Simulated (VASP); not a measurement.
# Sr (Fm-3m) in VASP: further runs

Sr is run at these levels: PBE; tasks: single point, relaxation of cell and atoms.

Everything below comes from runs of VASP 6.6.1. Logs are shortened: lines on timing, memory, paths and dates and some standing lists are left out, and cuts for length are marked.

## (1) The cell of the first run

The structure is cubic, space group Fm-3m (No. 225). Conventional cell: a = 4.741 Å, b = 4.741 Å, c = 4.741 Å, α = 90.00°, β = 90.00°, γ = 90.00°. Sr (site symmetry m-3m) has 12 Sr at 3.35 Å within 4.4 Å.

## (2) Single point, PBE

File INCAR:

```
PREC     = Accurate       # precision mode
ENCUT    = 500            # plane-wave cutoff, eV
EDIFF    = 1E-6           # SCF threshold, eV
ISMEAR   = -1             # smearing method
SIGMA    = 0.08           # smearing width, eV
LREAL    = False          # projectors in reciprocal space
LASPH    = True           # aspherical terms in the spheres
NELM     = 120            # most SCF steps
ALGO     = Normal         # electronic algorithm
ISIF     = 2              # what is computed and relaxed
LWAVE    = False          # write WAVECAR
LCHARG   = False          # write CHGCAR
GGA      = PE             # functional
NBANDS   = 11             # bands
GGA_COMPAT= False
```

File KPOINTS:

```
regular mesh
0
Gamma
  14 14 14
```

File POSCAR:

```
Sr
1.0
    0.0000000000      2.3703020647      2.3703020647
    2.3703020647      0.0000000000      2.3703020647
    2.3703020647      2.3703020647      0.0000000000
Sr
1
Direct
    0.0000000000      0.0000000000      0.0000000000
```

Potentials or basis: VASP PAW PBE potentials, release 64 (Sr_sv).

The run is started by

```
> cat potpaw_PBE.64/Sr_sv/POTCAR > POTCAR
> mpirun -np 1 vasp_std > vasp.out
```

OUTCAR:

```text
PREC = Accurate
   ENCUT = 500
   EDIFF = 1E-6
   ISMEAR = -1
   LREAL = False
   LASPH = True
   NELM = 120
   ISIF = 2
   GGA = PE

 ion  position               nearest neighbor table
   1  0.000  0.000  0.000-

  LATTYP: Found a face centered cubic cell.
 ALAT       =     4.7406041294

  Lattice vectors:

 A1 = (   0.0000000000,   2.3703020647,   2.3703020647)
 A2 = (   2.3703020647,   0.0000000000,   2.3703020647)
 A3 = (   2.3703020647,   2.3703020647,   0.0000000000)

Analysis of symmetry for initial positions (statically):
=====================================================================
 Subroutine PRICEL returns:
 Original cell was already a primitive cell.

 Routine SETGRP: Setting up the symmetry group for a
 face centered cubic supercell.

 Subroutine GETGRP returns: Found 48 space group operations
 (whereof 48 operations were pure point group operations)
 out of a pool of 48 trial point group operations.

The static configuration has the point symmetry O_h .

Analysis of symmetry for dynamics (positions and initial velocities):
=====================================================================
 Subroutine PRICEL returns:
 Original cell was already a primitive cell.

 Routine SETGRP: Setting up the symmetry group for a
 face centered cubic supercell.

 Subroutine GETGRP returns: Found 48 space group operations
 (whereof 48 operations were pure point group operations)
 out of a pool of 48 trial point group operations.

The dynamic configuration has the point symmetry O_h .

 Subroutine INISYM returns: Found 48 space group operations
 (whereof 48 operations are pure point group operations),
 and found     1 'primitive' translations

----------------------------------------------------------------------------------------

                                     Primitive cell

  volume of cell :      26.6343

  direct lattice vectors                    reciprocal lattice vectors
     0.000000000  2.370302065  2.370302065    -0.210943579  0.210943579  0.210943579
     2.370302065  0.000000000  2.370302065     0.210943579 -0.210943579  0.210943579
     2.370302065  2.370302065  0.000000000     0.210943579  0.210943579 -0.210943579

  length of vectors
     3.352113327  3.352113327  3.352113327     0.365364996  0.365364996  0.365364996

  position of ions in fractional coordinates (direct lattice)
     0.000000000  0.000000000  0.000000000

  ion indices of the primitive-cell ions
   primitive index   ion index
                 1           1

----------------------------------------------------------------------------------------

 KPOINTS: regular mesh

Automatic generation of k-mesh.
 Grid dimensions read from file:
 generate k-points for:   14   14   14

 Generating k-lattice:

  Cartesian coordinates                     Fractional coordinates (reciprocal lattice)
    -0.015067398  0.015067398  0.015067398     0.071428571  0.000000000  0.000000000
     0.015067398 -0.015067398  0.015067398     0.000000000  0.071428571  0.000000000
     0.015067398  0.015067398 -0.015067398     0.000000000  0.000000000  0.071428571

  Length of vectors
     0.026097500  0.026097500  0.026097500

  Shift w.r.t. Gamma in fractional coordinates (k-lattice)
     0.000000000  0.000000000  0.000000000

 Subroutine IBZKPT returns following result:
 ===========================================

 Found    104 irreducible k-points:

 Following reciprocal coordinates:
            Coordinates               Weight
  0.000000  0.000000  0.000000      1.000000
  0.071429  0.000000  0.000000      8.000000
  0.142857  0.000000  0.000000      8.000000
  0.214286  0.000000  0.000000      8.000000
  0.285714  0.000000  0.000000      8.000000
  0.357143  0.000000  0.000000      8.000000
[... 16 lines left out ...]
  0.214286  0.142857  0.000000     24.000000
  0.285714  0.142857  0.000000     24.000000
 [... further k-points ...]
   k-points           NKPTS =    104   k-points in BZ     NKDIM =    104   number of bands    NBANDS=     11
   number of dos      NEDOS =    301   number of ions     NIONS =      1
   total plane-waves  NPLWV =  13824
   dimension x,y,z NGX =    24 NGY =   24 NGZ =   24
   dimension x,y,z NGXF=    48 NGYF=   48 NGZF=   48
   ions per type =               1
   NGX,Y,Z   is equivalent  to a cutoff of  11.90, 11.90, 11.90 a.u.
   NGXF,Y,Z  is equivalent  to a cutoff of  23.81, 23.81, 23.81 a.u.
 SYSTEM =  unknown system
   PREC   = accura    normal or accurate (medium, high low for compatibility)
   ISTART =      0    job   : 0-new  1-cont  2-samecut
   ICHARG =      2    charge: 1-file 2-atom 10-const
   ISPIN  =      1    spin polarized calculation?
   LNONCOLLINEAR =      F non collinear calculations
   LSORBIT =      F    spin-orbit coupling
   LASPH  =      T    aspherical Exc in radial PAW
   ENCUT  =  500.0 eV  36.75 Ry    6.06 a.u.   6.11  6.11  6.11*2*pi/ulx,y,z
   NELM   =    120;   NELMIN=  2; NELMDL= -5     # of ELM steps
   EDIFF  = 0.1E-05   stopping-criterion for ELM
   LREAL  =      F    real-space projection
   EDIFFG = 0.1E-04   stopping-criterion for IOM
   NSW    =      0    number of steps for IOM
   IBRION =     -1    ionic relax: 0-MD 1-quasi-New 2-CG
   NFREE  =      0    steps in history (QN), initial steepest desc. (CG)
   ISIF   =      2    stress and relaxation
   ISYM   =      2    0-nonsym 1-usesym 2-fastsym
   POTIM  = 0.5000    time-step for ionic-motion
   TEBEG  =    0.0;   TEEND  =   0.0 temperature during run
   PSTRESS=    0.0 pullay stress
   NELECT =      10.0000    total number of electrons
   NUPDOWN=      -1.0000    fix difference up-down
   EMIN   =  10.00;   EMAX   =-10.00  energy-range for DOS
   EFERMI =   0.00;   METHOD = LEGACY
   ISMEAR =    -1;   SIGMA  =   0.08  broadening in eV -4-tet -1-fermi 0-gaus
   EFERMI_NEDOS =   21; number of points for ismear=-14 and -15
   IALGO  =     38    algorithm
   IMIX   =      4    mixing-type and parameters
     AMIX     =   0.40;   BMIX     =  1.00
     AMIX_MAG =   1.60;   BMIX_MAG =  1.00
  volume/ion in A,a.u.               =      26.63       179.74
  Fermi-wavevector in a.u.,A,eV,Ry     =   1.181031  2.231824 18.977858  1.394833
  Thomas-Fermi vector in A             =   2.317312
   LORBIT       =      0    0 simple, 1 ext, 2 COOP (PROOUT), +10 PAW based schemes
   GGA     = PE    functional components
   LHFCALC =     F    Hartree Fock is set to
   AEXX    =    0.0000 exact exchange contribution
   IVDW    =     0    specifies the selected vdW correction
   LEPSILON=     F    determine dielectric tensor
   LRPA    =     F    only Hartree local field effects (RPA)
 non-spin polarized calculation
  energy-cutoff  :      500.00
  volume of cell :       26.63
 maximum number of plane-waves:       692
   NGX = 13   NGY = 13   NGZ = 13

 number of electron      10.0000000 magnetization

 Free energy of the ion-electron system (eV)
  ---------------------------------------------------
  ext. energy  EPLUGINS =         0.00000000
  ---------------------------------------------------
  free energy    TOTEN  =        -0.29243014 eV

  energy without entropy =       -0.27130229  energy(sigma->0) =       -0.28186622

 E-fermi :   4.7335     XC(G=0):  -9.9626

 val. band max:        4.7244934510   @ k =  -0.4286   0.2857   0.1429
 cond. band min:       4.7644259451   @ k =  -0.3571   0.2857   0.0714
 fundamental gap:      0.0399324941
 Fermi energy:         4.7335289061

 k-point     1 :       0.0000    0.0000    0.0000
  band No.  band energies     occupation
      1     -30.9059      2.00000
      2     -12.0567      2.00000
      3     -12.0567      2.00000
      4     -12.0567      2.00000
      5       0.7317      2.00000
      6       7.8932      0.00000
      7       7.8932      0.00000
      8       7.8932      0.00000
      9      10.9895      0.00000
     10      10.9895      0.00000
     11      14.5398      0.00000

 k-point     2 :       0.0714    0.0000    0.0000
  band No.  band energies     occupation
      1     -30.8917      2.00000
      2     -12.1627      2.00000
      3     -12.0679      2.00000
      4     -12.0679      2.00000
      5       0.9214      2.00000
      6       7.6590      0.00000
      7       7.9808      0.00000
      8       7.9808      0.00000
      9      10.8433      0.00000
     10      10.8433      0.00000
     11      14.9892      0.00000

 k-point     3 :       0.1429    0.0000    0.0000
  band No.  band energies     occupation
      1     -30.8517      2.00000
      2     -12.4490      2.00000
      3     -12.0992      2.00000
      4     -12.0992      2.00000
      5       1.4406      2.00000
      6       7.1487      0.00000
      7       8.1778      0.00000
      8       8.1778      0.00000
      9      10.5767      0.00000
     10      10.5767      0.00000
     11      15.8056      0.00000

 k-point     4 :       0.2143    0.0000    0.0000
  band No.  band energies     occupation
      1     -30.7931      2.00000
      2     -12.8386      2.00000
      3     -12.1437      2.00000
      4     -12.1437      2.00000
      5       2.1425      2.00000
      6       6.6850      0.00000
      7       8.2646      0.00000
      8       8.2646      0.00000
      9      10.5873      0.00000
     10      10.5873      0.00000
     11      15.2699      0.00000
[... 239 lines left out ...]
 k-point    22 :       0.1429    0.1429    0.0000
  band No.  band energies     occupation
      1     -30.8337      2.00000
      2     -12.4400      2.00000
      3     -12.1811      2.00000
      4     -12.1811      2.00000
      5       1.6731      2.00000
      6       6.7341      0.00000
      7       8.4849      0.00000
      8       8.4849      0.00000
      9       9.3444      0.00000
     10      11.3447      0.00000
     11      16.6759      0.00000

 k-point    23 :       0.2143    0.1429    0.0000
  band No.  band energies     occupation
      1     -30.7900      2.00000
      2     -12.6916      2.00000
      3     -12.2407      2.00000
      4     -12.2270      2.00000
      5       2.2099      2.00000
      6       6.3026      0.00000
      7       8.3527      0.00000
      8       8.7566      0.00000
      9       9.2526      0.00000
     10      11.5051      0.00000
     11      17.3374      0.00000

 k-point    24 :       0.2857    0.1429    0.0000
  band No.  band energies     occupation
      1     -30.7325      2.00000
      2     -13.0253      2.00000
      3     -12.2973      2.00000
      4     -12.2826      2.00000
      5       2.8727      2.00000
      6       5.9987      0.00000
      7       7.7146      0.00000
      8       8.8320      0.00000
      9       9.9899      0.00000
     10      11.8710      0.00000
     11      16.6092      0.00000

 [... further k-points ...]
[... 5 lines left out ...]
  --------------------------------------------------------------------------------------
  -------------------------------------------------------------------------------------
  Total        4.0267497      4.0267497      4.0267497     -0.0000000      0.0000000     -0.0000000
  in kB      242.2278835    242.2278835    242.2278835     -0.0000000      0.0000000     -0.0000000
  external PRESSURE =     242.2278835 kB  Pullay stress =       0.0000000 kB

 VOLUME and BASIS-vectors are now :
 -----------------------------------------------------------------------------
  energy-cutoff  :      500.00
  volume of cell :       26.63
      direct lattice vectors                 reciprocal lattice vectors
     0.000000000  2.370302065  2.370302065    -0.210943579  0.210943579  0.210943579
     2.370302065  0.000000000  2.370302065     0.210943579 -0.210943579  0.210943579
     2.370302065  2.370302065  0.000000000     0.210943579  0.210943579 -0.210943579

 POSITION                                       TOTAL-FORCE (eV/Angst)
 -----------------------------------------------------------------------------------
      0.00000      0.00000      0.00000         0.000000      0.000000      0.000000
 -----------------------------------------------------------------------------------
    total drift:                                0.000000      0.000000     -0.000000

  FREE ENERGIE OF THE ION-ELECTRON SYSTEM (eV)
  ---------------------------------------------------
  free  energy   TOTEN  =        -0.2924301390 eV

  energy  without entropy=       -0.2713022937  energy(sigma->0) =       -0.28186622
```

It took 14 s on 1 thread of Intel Xeon Platinum 8488C (Sapphire Rapids), shared host; peak memory 0.15 GiB.

Results:

```
Free energy            : -0.2924 eV
Pressure               : 24.2 GPa
Band gap on the k mesh : zero (band 5 reaches 5.06 eV, above the bottom of band 6 at 4.07 eV)
```

## (3) Relaxation of cell and atoms, PBE, target pressure 24 GPa, at which the enthalpy is minimised

This run uses another cell than the first one, of 26.80 Å³/atom, 1.006 times its volume.

File INCAR:

```
  PREC = Accurate
  ENCUT = 600
  EDIFF = 1E-7
  ISMEAR = -1
  SIGMA = 0.08
  LREAL = F
  LASPH = T
  NELM = 60
  ALGO = Normal
  ISIF = 3
  LWAVE = F
  LCHARG = F
  GGA = PE
  IBRION = 2
  NSW = 60
  EDIFFG = -0.005
  PSTRESS = 240.0
```

File KPOINTS:

```
Automatic mesh
0
Gamma
  14 14 14
```

File POSCAR:

```
Sr
1.0
    0.0000000000      2.3753400806      2.3753400806
    2.3753400806      0.0000000000      2.3753400806
    2.3753400806      2.3753400806      0.0000000000
Sr
1
Direct
    0.0000000000      0.0000000000      0.0000000000
```

Potentials or basis: VASP PAW PBE potentials, release 64 (Sr_sv).

The run is started by

```
> cat potpaw_PBE.64/Sr_sv/POTCAR > POTCAR
> mpirun -np 1 vasp_std > vasp.out
```

Run time: 55 s. Hardware: 1 thread of Intel Xeon Platinum 8375C at 2.90GHz (Ice Lake), shared host; peak memory 0.18 GiB.

Results (log left out):

```
Free energy                                            : -0.3075 eV
Relaxed volume                                         : 26.73 Å³/atom
Relaxed cell                                           : a = 3.356 Å, b = 3.356 Å, c = 3.356 Å, α = 60.00°, β = 60.00°, γ = 60.00°
Space group after relaxing (to 0.05 Å)                 : Fm-3m (No. 225)
Energy change on relaxing (the enthalpy is what falls) : +10.5 meV/atom
Ionic steps                                            : 3
Pressure after relaxing                                : 24.0 GPa
Band gap on the k mesh                                 : zero (band 5 reaches 5.03 eV, above the bottom of band 6 at 4.06 eV)
```

The path:
```
step  energy change (eV)  largest force (eV/Å)  pressure (GPa)  volume (Å³)
   1              0.0000                0.0000           23.83        26.80
   2              0.0161                0.0000           24.09        26.70
   3              0.0105                0.0000           24.00        26.73
```

Final structure:
```cif
data_structure
_symmetry_space_group_name_H-M 'P 1'
_symmetry_Int_Tables_number 1
_cell_length_a 3.3563
_cell_length_b 3.3563
_cell_length_c 3.3563
_cell_angle_alpha 60.000
_cell_angle_beta 60.000
_cell_angle_gamma 60.000
_cell_volume 26.73
loop_
_atom_site_label
_atom_site_type_symbol
_atom_site_fract_x
_atom_site_fract_y
_atom_site_fract_z
_atom_site_occupancy
Sr1 Sr 0.00000 0.00000 0.00000 1
```

Levels at points of the mesh, in eV from the Fermi level:
```csv
k point,band 1,band 2,band 3,band 4,band 5,band 6,band 7,band 8,band 9
"(0.00, 0.00, 0.00)",-35.64,-16.80,-16.80,-16.80,-4.01,3.16,3.16,3.16,6.24
"(0.50, 0.00, 0.00)",-35.35,-18.62,-17.02,-17.02,-1.46,2.70,2.80,2.80,8.56
"(0.50, 0.50, 0.00)",-35.25,-18.48,-17.42,-17.42,-1.83,-0.66,4.76,8.62,9.29
```

Caveat: the cell is relaxed towards a set pressure, so the enthalpy falls and the energy may rise.

## (4) Relaxation of cell and atoms, PBE

This run uses another cell than the first one, of 55.04 Å³/atom, 2.067 times its volume.

File INCAR:

```
  PREC = Accurate
  ENCUT = 600
  EDIFF = 1E-6
  ISMEAR = -1
  SIGMA = 0.08
  LREAL = False
  LASPH = True
  NELM = 100
  ALGO = Normal
  ISIF = 3
  LWAVE = False
  LCHARG = False
  GGA = PE
  IBRION = 2
  NSW = 60
  EDIFFG = -0.005
```

File KPOINTS:

```
regular mesh
0
Gamma
  11 11 11
```

File POSCAR:

```
Sr
1.0
    0.0000000000      3.0191369257      3.0191369257
    3.0191369257      0.0000000000      3.0191369257
    3.0191369257      3.0191369257      0.0000000000
Sr
1
Direct
    0.0000000000      0.0000000000      0.0000000000
```

The run is started by

```
> cat potpaw_PBE.64/Sr_sv/POTCAR > POTCAR
> mpirun -np 1 vasp_std > vasp.out
```

Run time: 23 s. Hardware: 1 thread of Intel Xeon Platinum 8375C at 2.90GHz (Ice Lake), shared host; peak memory 0.22 GiB.

It converged, with:

```
Free energy             : -1.6520 eV
Pressure after relaxing : 0.0 GPa
Band gap on the k mesh  : zero (band 5 reaches 1.63 eV, above the bottom of band 6 at 1.61 eV)
```

Final structure:
```xyz
1
Lattice="0.0000 3.0191 3.0191 3.0191 0.0000 3.0191 3.0191 3.0191 0.0000" Properties=species:S:1:pos:R:3 pbc="T T T"
Sr    0.0000    0.0000    0.0000
```

Levels at points of the mesh, in eV from the Fermi level:
| k point | band 2 | band 3 | band 4 | band 5 | band 6 | band 7 | band 8 | band 9 |
| --- | --- | --- | --- | --- | --- | --- | --- | --- |
| (0.00, 0.00, 0.00) | -18.50 | -18.50 | -18.50 | -3.63 | 2.35 | 2.35 | 2.35 | 3.82 |

Caveat: the relaxation stopped at its first step, so nothing moved.

## (5) Overview

```tsv
task	cell	k mesh	cutoff (eV)	gap on the mesh (eV)	pressure (GPa)
single point	a = 3.352 Å, angles 60.0°, 1 atom	14 × 14 × 14	500	none	24.2
relaxation of cell and atoms	relaxed to 24 GPa from a = 3.359 Å, angles 60.0°, 1 atom	14 × 14 × 14	600	none	24.0
relaxation of cell and atoms	relaxed from a = 4.270 Å, angles 60.0°, 1 atom	11 × 11 × 11	600	none	0.0
```

Alike in all rows: level PBE; potentials or basis VASP PAW PBE potentials, release 64 (Sr_sv); no spin polarisation; smearing fermi-dirac 0.08 eV.

Caveats: the cell is relaxed towards a set pressure, so the enthalpy falls and the energy may rise (some runs); the relaxation stopped at its first step, so nothing moved (some runs).

Total energies depend on the potentials used, so only differences within one code and one set of settings carry meaning.
